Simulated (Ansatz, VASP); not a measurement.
Two plane-wave programs on InP

```
CELL_PARAMETERS angstrom
0.00000 2.93050 2.93050
2.93050 0.00000 2.93050
2.93050 2.93050 0.00000
ATOMIC_POSITIONS crystal
In 0.00000 0.00000 0.00000
P 0.25000 0.25000 0.25000
```

Alike in both runs: task single point; functional HSE06; k mesh 6 × 6 × 6; no spin polarisation.

|  | VASP | Ansatz |
| --- | --- | --- |
| version | VASP 6.6.1 | Ansatz 0.2.0 |
| potentials or method | VASP PAW PBE potentials, release 64 (In_d, P), cutoff 520 eV | plane-wave PAW, scalar-relativistic |
| occupations | gaussian, width 0.01 eV | fixed |
| valence electrons in the cell | 18 | 18 |

|  | VASP | Ansatz | Ansatz less VASP |
| --- | --- | --- | --- |
| gap on the k mesh at the Fermi level (eV) | 1.50 | 1.50 | -0.001 |
